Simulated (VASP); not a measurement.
# SiC (Pm-3n) in VASP: further runs, part 2 of 2

VASP 6.6.1. The steps go on from the part before.

### 3 Relaxation of cell and atoms, PBE

INCAR reads:

```
ALGO = Normal
EDIFF = 1E-6
EDIFFG = -0.01
ENCUT = 600
GGA = PE
IBRION = 2
ISIF = 3
ISMEAR = 0
LASPH = T
LCHARG = F
LREAL = F
LWAVE = F
NELM = 100
NSW = 100
PREC = Accurate
SIGMA = 0.02
```

KPOINTS reads:

```
k-points
0
Gamma
  6 6 6
```

POSCAR reads:

```
SiC
1.0
    5.3570960987      0.0000000000      0.0000000000
    0.0000000000      5.3570960987      0.0000000000
    0.0000000000      0.0000000000      5.3570960987
Si C
6 6
Direct
    0.7500000000      0.5000000000      0.0000000000
    0.5000000000      0.0000000000      0.7500000000
    0.0000000000      0.7500000000      0.5000000000
    0.0000000000      0.2500000000      0.5000000000
    0.2500000000      0.5000000000      0.0000000000
    0.5000000000      0.0000000000      0.2500000000
    0.5000000000      0.7500000000      0.0000000000
    0.7500000000      0.0000000000      0.5000000000
    0.0000000000      0.5000000000      0.7500000000
    0.2500000000      0.0000000000      0.5000000000
    0.0000000000      0.5000000000      0.2500000000
    0.5000000000      0.2500000000      0.0000000000
```

Potentials or basis: VASP PAW PBE potentials, release 64 (Si, C).

Started as:

```sh
> cat potpaw_PBE.64/Si/POTCAR potpaw_PBE.64/C/POTCAR > POTCAR
> mpirun -np 1 vasp_std > vasp.out
```

OUTCAR:

```text
EDIFF = 1E-6
   EDIFFG = -0.01
   ENCUT = 600
   GGA = PE
   IBRION = 2
   ISIF = 3
   ISMEAR = 0
   LASPH = T
   LREAL = F
   NELM = 100
   NSW = 100
   PREC = Accurate

 ion  position               nearest neighbor table
   1  0.750  0.500  0.000-   7 1.89   9 1.89  11 1.89  12 1.89   5 2.68   5 2.68
   2  0.500  0.000  0.750-   7 1.89   8 1.89  10 1.89  12 1.89   6 2.68   6 2.68
   3  0.000  0.750  0.500-   8 1.89   9 1.89  10 1.89  11 1.89   4 2.68   4 2.68
   4  0.000  0.250  0.500-   8 1.89   9 1.89  10 1.89  11 1.89   3 2.68   3 2.68
   5  0.250  0.500  0.000-   7 1.89   9 1.89  11 1.89  12 1.89   1 2.68   1 2.68
   6  0.500  0.000  0.250-   7 1.89   8 1.89  10 1.89  12 1.89   2 2.68   2 2.68
[... 964 lines left out ...]
  energy-cutoff  :      600.00
  volume of cell :      153.50
      direct lattice vectors                 reciprocal lattice vectors
     5.354357120 -0.000000000 -0.000000000     0.186763785  0.000000000  0.000000000
    -0.000000000  5.354357120 -0.000000000     0.000000000  0.186763785  0.000000000
    -0.000000000 -0.000000000  5.354357120     0.000000000  0.000000000  0.186763785

 POSITION                                       TOTAL-FORCE (eV/Angst)
 -----------------------------------------------------------------------------------
      4.01577      2.67718      5.35436         0.000000      0.000000      0.000000
      2.67718      5.35436      4.01577         0.000000      0.000000     -0.000000
     -0.00000      4.01577      2.67718        -0.000000     -0.000000     -0.000000
     -0.00000      1.33859      2.67718         0.000000      0.000000     -0.000000
      1.33859      2.67718     -0.00000        -0.000000     -0.000000     -0.000000
      2.67718      5.35436      1.33859         0.000000     -0.000000      0.000000
      2.67718      4.01577     -0.00000        -0.000000      0.000000      0.000000
      4.01577     -0.00000      2.67718         0.000000     -0.000000     -0.000000
      5.35436      2.67718      4.01577         0.000000      0.000000     -0.000000
      1.33859     -0.00000      2.67718        -0.000000     -0.000000     -0.000000
      5.35436      2.67718      1.33859        -0.000000      0.000000      0.000000
      2.67718      1.33859     -0.00000        -0.000000      0.000000      0.000000
 -----------------------------------------------------------------------------------
    total drift:                                0.000000     -0.000000      0.000000

  FREE ENERGIE OF THE ION-ELECTRON SYSTEM (eV)
  ---------------------------------------------------
  free  energy   TOTEN  =       -87.6838211331 eV

  energy  without entropy=      -87.6838211331  energy(sigma->0) =      -87.68382113

 reached required accuracy - stopping structural energy minimisation
```

OSZICAR:

```text
N       E                     dE             d eps       ncg     rms          rms(c)
DAV:   1     0.191535965238E+03    0.19154E+03   -0.23567E+04  1240   0.153E+03
DAV:   2    -0.810747783161E+02   -0.27261E+03   -0.25908E+03  1643   0.249E+02
DAV:   3    -0.100605840770E+03   -0.19531E+02   -0.19354E+02  1545   0.669E+01
DAV:   4    -0.101154625526E+03   -0.54878E+00   -0.54766E+00  1562   0.123E+01
[... 13 lines left out ...]
DAV:   1    -0.876839026147E+02   -0.94902E-04   -0.35525E-03  1345   0.345E-01    0.691E-02
DAV:   2    -0.876838362968E+02    0.66318E-04   -0.14908E-04  1394   0.579E-02    0.331E-02
DAV:   3    -0.876838222207E+02    0.14076E-04   -0.58755E-05  1440   0.314E-02    0.721E-03
DAV:   4    -0.876838208416E+02    0.13791E-05   -0.87826E-06  1429   0.120E-02    0.331E-03
DAV:   5    -0.876838211331E+02   -0.29149E-06   -0.77164E-07   802   0.411E-03
   2 F= -.87683821E+02 E0= -.87683821E+02  d E =-.133406E-04
```

CONTCAR:

```text
SiC
   1.00000000000000
     5.3543571200336455   -0.0000000000000000   -0.0000000000000000
    -0.0000000000000000    5.3543571200336455   -0.0000000000000000
    -0.0000000000000000   -0.0000000000000000    5.3543571200336455
  Si              C
     6     6
Direct
     0.7500000000000000    0.5000000000000000    1.0000000000000000
     0.5000000000000000    1.0000000000000000    0.7500000000000000
     0.0000000000000000    0.7500000000000000    0.5000000000000000
     0.0000000000000000    0.2500000000000000    0.5000000000000000
     0.2500000000000000    0.5000000000000000    0.0000000000000000
     0.5000000000000000    1.0000000000000000    0.2500000000000000
     0.5000000000000000    0.7500000000000000    0.0000000000000000
     0.7500000000000000    0.0000000000000000    0.5000000000000000
     1.0000000000000000    0.5000000000000000    0.7500000000000000
     0.2500000000000000    0.0000000000000000    0.5000000000000000
     1.0000000000000000    0.5000000000000000    0.2500000000000000
     0.5000000000000000    0.2500000000000000    0.0000000000000000

  0.00000000E+00  0.00000000E+00  0.00000000E+00
  0.00000000E+00  0.00000000E+00  0.00000000E+00
  0.00000000E+00  0.00000000E+00  0.00000000E+00
  0.00000000E+00  0.00000000E+00  0.00000000E+00
  0.00000000E+00  0.00000000E+00  0.00000000E+00
  0.00000000E+00  0.00000000E+00  0.00000000E+00
  0.00000000E+00  0.00000000E+00  0.00000000E+00
  0.00000000E+00  0.00000000E+00  0.00000000E+00
  0.00000000E+00  0.00000000E+00  0.00000000E+00
  0.00000000E+00  0.00000000E+00  0.00000000E+00
  0.00000000E+00  0.00000000E+00  0.00000000E+00
  0.00000000E+00  0.00000000E+00  0.00000000E+00
```

It took 2.4 min on 1 thread of Intel Xeon Platinum 8375C at 2.90GHz (Ice Lake), shared host; peak memory 0.36 GiB.

Results:

| Property | Result |
| --- | --- |
| Free energy | -87.6838 eV |
| Relaxed volume | 12.79 Å³/atom |
| Relaxed cell | a = 5.354 Å, b = 5.354 Å, c = 5.354 Å, α = 90.00°, β = 90.00°, γ = 90.00° |
| Space group after relaxing (to 0.05 Å) | Pm-3n (No. 223) |
| Energy gained by relaxing | 0.0 meV/atom |
| Ionic steps | 2 |
| Pressure after relaxing | 0.1 GPa |
| Band gap on the k mesh | 1.89 eV, indirect (least direct gap 2.06 eV) |

Final structure:
```cif
data_structure
_symmetry_space_group_name_H-M 'P 1'
_symmetry_Int_Tables_number 1
_cell_length_a 5.3544
_cell_length_b 5.3544
_cell_length_c 5.3544
_cell_angle_alpha 90.000
_cell_angle_beta 90.000
_cell_angle_gamma 90.000
_cell_volume 153.50
loop_
_atom_site_label
_atom_site_type_symbol
_atom_site_fract_x
_atom_site_fract_y
_atom_site_fract_z
_atom_site_occupancy
Si1 Si 0.75000 0.50000 0.00000 1
Si2 Si 0.50000 0.00000 0.75000 1
Si3 Si 0.00000 0.75000 0.50000 1
Si4 Si 0.00000 0.25000 0.50000 1
Si5 Si 0.25000 0.50000 0.00000 1
Si6 Si 0.50000 0.00000 0.25000 1
C1 C 0.50000 0.75000 0.00000 1
C2 C 0.75000 0.00000 0.50000 1
C3 C 0.00000 0.50000 0.75000 1
C4 C 0.25000 0.00000 0.50000 1
C5 C 0.00000 0.50000 0.25000 1
C6 C 0.50000 0.25000 0.00000 1
```

Levels at points of the mesh, in eV from the valence-band top:
```
           k point  band 22  band 23  band 24  band 25  band 26  band 27
(0.00, 0.00, 0.00)     0.00     0.00     0.00     2.80     2.80     2.80
(0.50, 0.00, 0.00)    -1.03    -0.30    -0.30     2.04     2.04     4.98
(0.50, 0.50, 0.00)    -1.39    -0.80    -0.34     3.64     3.64     4.34
(0.50, 0.50, 0.50)    -2.17    -2.17    -2.17     4.91     4.91     4.91
```
